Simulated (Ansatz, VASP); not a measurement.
Mn3Si in VASP and in Ansatz

```
Mn Si
1.0
     0.00000    2.95335    2.95335
     2.95335    0.00000    2.95335
     2.95335    2.95335    0.00000
Mn Si
3 1
Direct
  0.50000 0.50000 0.50000
  0.25000 0.25000 0.25000
  0.75000 0.75000 0.75000
  0.00000 0.00000 0.00000
```

Change from the starting cell: volume scaled by 1.1, PAW files.

Alike in both runs: task single point; functional LDA; k mesh 10 × 10 × 10; occupations fermi-dirac, width 0.05 eV; collinear spin.

|  | VASP | Ansatz |
| --- | --- | --- |
| version | VASP 6.6.1 | Ansatz 0.2.0 |
| potentials or method | VASP PAW LDA potentials, release 64 (Mn_pv, Si) | PAW with Ansatz's default frozen-core files, scalar-relativistic |
| plane-wave cutoff (eV) | 520 | 420 |
| valence electrons in the cell | 43 | 49 |

Ansatz gave:

| Property | Result |
| --- | --- |
| pressure (GPa) | -33.6 |
| net moment per atom (μB) | 0.25 |
| size of the moment on the site where the two differ most (μB) | 2.78 |

Estimate VASP's values.

pressure (GPa): -34.0; net moment per atom (μB): 0.25; size of the moment on the site where the two differ most (μB): 2.73.

LDA's correlation is that of Perdew and Zunger in VASP and of Perdew and Wang (1992) in Ansatz. Site moments also hang on the region over which each program counts them. Both programs put the cell under strong tension, so it lies far from rest at this level. VASP's potentials hold 43 valence electrons a cell and Ansatz's 49, so a difference there can come from the potentials and not from the codes. Ansatz's warnings: seeded moment not kept.

Noted on VASP's run: the cell as given lies far from equilibrium.
